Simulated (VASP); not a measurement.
BAs (ae), 2 atoms in the cell. Symmetry: F-43m, No. 216, cubic system. Conventional cell: a = 4.949 Å, b = 4.949 Å, c = 4.949 Å, α = 90.00°, β = 90.00°, γ = 90.00°. B (site symmetry -43m) has 4 As at 2.14 Å within 2.8 Å. As (site symmetry -43m) has 4 B at 2.14 Å within 2.8 Å.  This cell differs from its parent crystal: volume scaled by 1.09.

```yaml
Program: VASP 6.6.1
Task: single point
Functional: PBE
Potentials_or_basis: VASP PAW PBE potentials, release 64 (B, As)
Cutoff: 500 eV
k_mesh: 10 × 10 × 10
Occupations: gaussian, width 0.02 eV
Spin: no spin polarisation
Dipole_correction: no
Further_INCAR_settings: ALGO = Normal; EDIFF = 1e-06; NBANDS = 11
```

Potentials or basis: VASP PAW PBE potentials, release 64 (B, As).

Run with:

```bash
$ cat potpaw_PBE.64/B/POTCAR potpaw_PBE.64/As/POTCAR > POTCAR
$ mpirun -np 1 vasp_std > vasp.out
```

Hardware: 1 thread of Intel(R) Xeon(R) 6975P-C (Granite Rapids), with other jobs on the host.

Question: Estimate the wall time of this run.

Answer: Run time: 8.5 s on 1 thread of Intel(R) Xeon(R) 6975P-C (Granite Rapids), on a shared host, peak memory 0.16 GiB. Counts: scf iterations 12, k points 47.
